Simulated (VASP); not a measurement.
# TiO (P-6m2) in VASP: notebook

The runs below take TiO through single point, with PBEsol.

Program: VASP 6.6.1. These are calculated values, not measurements. Logs are shortened: lines on timing, memory, paths and dates and some standing lists are left out, and cuts for length are marked.

## Step 1: The cell of the first run

It takes space group P-6m2 (No. 187, hexagonal). The conventional cell has a = 2.696 Å, b = 2.696 Å, c = 2.570 Å, α = 90.00°, β = 90.00°, γ = 120.00°. Within 2.7 Å of Ti (site symmetry -6m2) lie 6 O at 2.02 Å and 8 Ti at 2.57 to 2.70 Å. O (site symmetry -6m2) has 6 Ti at 2.02 Å and 8 O at 2.57 to 2.70 Å within 2.7 Å.

## Step 2: Single point, PBEsol

Contents of INCAR:

```
SYSTEM = TiO
PREC = Accurate ; ENCUT = 520
EDIFF = 1E-6 ; ISMEAR = 0
SIGMA = 0.15 ; LREAL = .False.
LASPH = .True. ; NELM = 80
ALGO = Normal ; ISIF = 2
LWAVE = .False. ; LCHARG = .False.
GGA = PS ; NBANDS = 16
```

Contents of KPOINTS:

```
Automatic mesh
0
Gamma
  18 18 16
  0 0 0
```

Contents of POSCAR:

```
TiO
1.0
    2.6956000000      0.0000000000      0.0000000000
   -1.3478000000      2.3344580784      0.0000000000
    0.0000000000      0.0000000000      2.5703000000
Ti O
1 1
Direct
    0.6666666667      0.3333333333      0.0000000000
    0.0000000000      0.0000000000      0.5000000000
```

Potentials or basis: VASP PAW PBE potentials, release 64 (Ti_sv, O).

Run with:

```sh
$ cat potpaw_PBE.64/Ti_sv/POTCAR potpaw_PBE.64/O/POTCAR > POTCAR
$ mpirun -np 1 vasp_std > vasp.out
```

OUTCAR:

```text
SYSTEM = TiO
   PREC = Accurate
   ENCUT = 520
   EDIFF = 1E-6
   ISMEAR = 0
   LREAL = .False.
   LASPH = .True.
   NELM = 80
   ISIF = 2
   GGA = PS

 ion  position               nearest neighbor table
   1  0.667  0.333  0.000-   2 2.02   2 2.02   2 2.02   2 2.02   2 2.02   2 2.02
   2  0.000  0.000  0.500-   1 2.02   1 2.02   1 2.02   1 2.02   1 2.02   1 2.02

  LATTYP: Found a hexagonal cell.
 ALAT       =     2.6956000000
 C/A-ratio  =     0.9535168423

  Lattice vectors:

 A1 = (   2.6956000000,   0.0000000000,   0.0000000000)
 A2 = (  -1.3478000000,   2.3344580784,   0.0000000000)
 A3 = (   0.0000000000,   0.0000000000,   2.5703000000)

Analysis of symmetry for initial positions (statically):
=====================================================================
 Subroutine PRICEL returns:
 Original cell was already a primitive cell.

 Routine SETGRP: Setting up the symmetry group for a
 hexagonal supercell.

 Subroutine GETGRP returns: Found 12 space group operations
 (whereof 12 operations were pure point group operations)
 out of a pool of 24 trial point group operations.

The static configuration has the point symmetry D_3h.

Analysis of symmetry for dynamics (positions and initial velocities):
=====================================================================
 Subroutine PRICEL returns:
 Original cell was already a primitive cell.

 Routine SETGRP: Setting up the symmetry group for a
 hexagonal supercell.

 Subroutine GETGRP returns: Found 12 space group operations
 (whereof 12 operations were pure point group operations)
 out of a pool of 24 trial point group operations.

The dynamic configuration has the point symmetry D_3h.

 Subroutine INISYM returns: Found 12 space group operations
 (whereof 12 operations are pure point group operations),
 and found     1 'primitive' translations

----------------------------------------------------------------------------------------

                                     Primitive cell

  volume of cell :      16.1743

  direct lattice vectors                    reciprocal lattice vectors
     2.695600000  0.000000000  0.000000000     0.370974922  0.214182471  0.000000000
    -1.347800000  2.334458078  0.000000000     0.000000000  0.428364942  0.000000000
     0.000000000  0.000000000  2.570300000     0.000000000  0.000000000  0.389059643

  length of vectors
     2.695600000  2.695600000  2.570300000     0.428364942  0.428364942  0.389059643

  position of ions in fractional coordinates (direct lattice)
     0.666666667  0.333333333  0.000000000
     0.000000000  0.000000000  0.500000000

  ion indices of the primitive-cell ions
   primitive index   ion index
                 1           1
                 2           2

----------------------------------------------------------------------------------------

 KPOINTS: Automatic mesh

Automatic generation of k-mesh.
 Grid dimensions read from file:
 generate k-points for:   18   18   16

 Generating k-lattice:

  Cartesian coordinates                     Fractional coordinates (reciprocal lattice)
     0.020609718  0.011899026  0.000000000     0.055555556  0.000000000  0.000000000
     0.000000000  0.023798052  0.000000000     0.000000000  0.055555556  0.000000000
     0.000000000  0.000000000  0.024316228     0.000000000  0.000000000  0.062500000

  Length of vectors
     0.023798052  0.023798052  0.024316228

  Shift w.r.t. Gamma in fractional coordinates (k-lattice)
     0.000000000  0.000000000  0.000000000

 Subroutine IBZKPT returns following result:
 ===========================================

 Found    333 irreducible k-points:

 Following reciprocal coordinates:
            Coordinates               Weight
  0.000000  0.000000  0.000000      1.000000
  0.055556 -0.000000  0.000000      6.000000
  0.111111 -0.000000  0.000000      6.000000
  0.166667 -0.000000  0.000000      6.000000
  0.222222 -0.000000  0.000000      6.000000
  0.277778 -0.000000  0.000000      6.000000
[... 16 lines left out ...]
  0.333333  0.111111  0.000000     12.000000
  0.388889  0.111111  0.000000     12.000000
 [... further k-points ...]
   k-points           NKPTS =    333   k-points in BZ     NKDIM =    333   number of bands    NBANDS=     16
   number of dos      NEDOS =    301   number of ions     NIONS =      2
   total plane-waves  NPLWV =   8000
   dimension x,y,z NGX =    20 NGY =   20 NGZ =   20
   dimension x,y,z NGXF=    40 NGYF=   40 NGZF=   40
   ions per type =               1   1
   NGX,Y,Z   is equivalent  to a cutoff of  12.33, 12.33, 12.94 a.u.
   NGXF,Y,Z  is equivalent  to a cutoff of  24.67, 24.67, 25.87 a.u.
 SYSTEM =  TiO
   PREC   = accura    normal or accurate (medium, high low for compatibility)
   ISTART =      0    job   : 0-new  1-cont  2-samecut
   ICHARG =      2    charge: 1-file 2-atom 10-const
   ISPIN  =      1    spin polarized calculation?
   LNONCOLLINEAR =      F non collinear calculations
   LSORBIT =      F    spin-orbit coupling
   LASPH  =      T    aspherical Exc in radial PAW
   ENCUT  =  520.0 eV  38.22 Ry    6.18 a.u.   5.01  5.01  4.78*2*pi/ulx,y,z
   NELM   =     80;   NELMIN=  2; NELMDL= -5     # of ELM steps
   EDIFF  = 0.1E-05   stopping-criterion for ELM
   LREAL  =      F    real-space projection
   EDIFFG = 0.1E-04   stopping-criterion for IOM
   NSW    =      0    number of steps for IOM
   IBRION =     -1    ionic relax: 0-MD 1-quasi-New 2-CG
   NFREE  =      0    steps in history (QN), initial steepest desc. (CG)
   ISIF   =      2    stress and relaxation
   ISYM   =      2    0-nonsym 1-usesym 2-fastsym
   POTIM  = 0.5000    time-step for ionic-motion
   TEBEG  =    0.0;   TEEND  =   0.0 temperature during run
   PSTRESS=    0.0 pullay stress
   NELECT =      18.0000    total number of electrons
   NUPDOWN=      -1.0000    fix difference up-down
   EMIN   =  10.00;   EMAX   =-10.00  energy-range for DOS
   EFERMI =   0.00;   METHOD = LEGACY
   ISMEAR =     0;   SIGMA  =   0.15  broadening in eV -4-tet -1-fermi 0-gaus
   EFERMI_NEDOS =   21; number of points for ismear=-14 and -15
   IALGO  =     38    algorithm
   IMIX   =      4    mixing-type and parameters
     AMIX     =   0.40;   BMIX     =  1.00
     AMIX_MAG =   1.60;   BMIX_MAG =  1.00
  volume/ion in A,a.u.               =       8.09        54.57
  Fermi-wavevector in a.u.,A,eV,Ry     =   1.696513  3.205945 39.159699  2.878157
  Thomas-Fermi vector in A             =   2.777362
   LORBIT       =      0    0 simple, 1 ext, 2 COOP (PROOUT), +10 PAW based schemes
   GGA     = PS    functional components
   LHFCALC =     F    Hartree Fock is set to
   AEXX    =    0.0000 exact exchange contribution
   IVDW    =     0    specifies the selected vdW correction
   LEPSILON=     F    determine dielectric tensor
   LRPA    =     F    only Hartree local field effects (RPA)
 non-spin polarized calculation
 Gauss-broadening in eV      SIGMA  =   0.15
  energy-cutoff  :      520.00
  volume of cell :       16.17
 maximum number of plane-waves:       450
 NGX is ok and might be reduce to    20
   NGX =  9   NGY =  9   NGZ =  9

 number of electron      18.0000010 magnetization

 Free energy of the ion-electron system (eV)
  ---------------------------------------------------
  ext. energy  EPLUGINS =         0.00000000
  ---------------------------------------------------
  free energy    TOTEN  =       -18.28781132 eV

  energy without entropy =      -18.28702237  energy(sigma->0) =      -18.28741684

 E-fermi :  13.8863     XC(G=0): -14.1394

 val. band max:       13.7473661396   @ k =   0.3333   0.3333   0.5000
 cond. band min:      13.8951144596   @ k =   0.0000   0.0000   0.4375
 fundamental gap:      0.1477483200
 Fermi energy:        13.8863431936

 k-point     1 :       0.0000    0.0000    0.0000
  band No.  band energies     occupation
      1     -43.4867      2.00000
      2     -19.4839      2.00000
      3     -19.2109      2.00000
      4     -19.2109      2.00000
      5      -9.2852      2.00000
      6       6.9730      2.00000
[... 8 lines left out ...]
     15      29.6279      0.00000
     16      32.1561      0.00000

 k-point     2 :       0.0556   -0.0000    0.0000
  band No.  band energies     occupation
      1     -43.4795      2.00000
      2     -19.4780      2.00000
      3     -19.2617      2.00000
      4     -19.2199      2.00000
      5      -9.2270      2.00000
      6       6.8189      2.00000
[... 8 lines left out ...]
     15      29.4796      0.00000
     16      32.2699      0.00000

 k-point     3 :       0.1111   -0.0000    0.0000
  band No.  band energies     occupation
      1     -43.4588      2.00000
      2     -19.4612      2.00000
      3     -19.4053      2.00000
      4     -19.2454      2.00000
      5      -9.0611      2.00000
      6       6.4112      2.00000
[... 8 lines left out ...]
     15      29.1606      0.00000
     16      32.5784      0.00000

 k-point     4 :       0.1667   -0.0000    0.0000
  band No.  band energies     occupation
      1     -43.4268      2.00000
      2     -19.6184      2.00000
      3     -19.4354      2.00000
      4     -19.2844      2.00000
      5      -8.8121      2.00000
      6       5.8642      2.00000
[... 8 lines left out ...]
     15      28.8490      0.00000
     16      32.6342      0.00000
[... 324 lines left out ...]
 k-point    22 :       0.2778    0.1111    0.0000
  band No.  band energies     occupation
      1     -43.2942      2.00000
      2     -20.3535      2.00000
      3     -19.5167      2.00000
      4     -19.3289      2.00000
      5      -7.8263      2.00000
      6       4.3407      2.00000
[... 8 lines left out ...]
     15      28.5419      0.00000
     16      31.0502      0.00000

 k-point    23 :       0.3333    0.1111    0.0000
  band No.  band energies     occupation
      1     -43.2632      2.00000
      2     -20.5125      2.00000
      3     -19.5680      2.00000
      4     -19.3040      2.00000
      5      -7.6038      2.00000
      6       4.0647      2.00000
[... 8 lines left out ...]
     15      28.4273      0.00000
     16      30.5279      0.00000

 k-point    24 :       0.3889    0.1111    0.0000
  band No.  band energies     occupation
      1     -43.2428      2.00000
      2     -20.6144      2.00000
      3     -19.6014      2.00000
      4     -19.2878      2.00000
      5      -7.4591      2.00000
      6       3.8962      2.00000
[... 8 lines left out ...]
     15      28.1480      0.00000
     16      30.3146      0.00000

 [... further k-points ...]
[... 5 lines left out ...]
  --------------------------------------------------------------------------------------
  -------------------------------------------------------------------------------------
  Total        4.6544261      4.6544261      8.2687026     -0.0000000      0.0000000      0.0000000
  in kB      461.0535622    461.0535622    819.0730028     -0.0000000      0.0000000      0.0000000
  external PRESSURE =     580.3933757 kB  Pullay stress =       0.0000000 kB

 VOLUME and BASIS-vectors are now :
 -----------------------------------------------------------------------------
  energy-cutoff  :      520.00
  volume of cell :       16.17
      direct lattice vectors                 reciprocal lattice vectors
     2.695600000  0.000000000  0.000000000     0.370974922  0.214182471  0.000000000
    -1.347800000  2.334458078  0.000000000     0.000000000  0.428364942  0.000000000
     0.000000000  0.000000000  2.570300000     0.000000000  0.000000000  0.389059643

 POSITION                                       TOTAL-FORCE (eV/Angst)
 -----------------------------------------------------------------------------------
      1.34780      0.77815      0.00000         0.000000     -0.000000      0.000000
      0.00000      0.00000      1.28515        -0.000000      0.000000      0.000000
 -----------------------------------------------------------------------------------
    total drift:                               -0.000000      0.000000      0.000000

  FREE ENERGIE OF THE ION-ELECTRON SYSTEM (eV)
  ---------------------------------------------------
  free  energy   TOTEN  =       -18.2878113213 eV

  energy  without entropy=      -18.2870223680  energy(sigma->0) =      -18.28741684
```

Run time: 98 s. Hardware: 1 thread of Intel Xeon 8259CL, shared host; peak memory 0.2 GiB.

Results:

```
Free energy            : -18.2878 eV
Pressure               : 58.0 GPa
Band gap on the k mesh : zero (bands 9 and 10 overlap by 0.19 eV)
```

Caveat: the cell stands under pressure; the PAW data sets were made with another functional, which shifts forces and pressure a little; semilocal functionals often make such compounds metallic where correlation or magnetic order opens a gap, which also shifts bond lengths.

(Continued in part 2 of 2.)
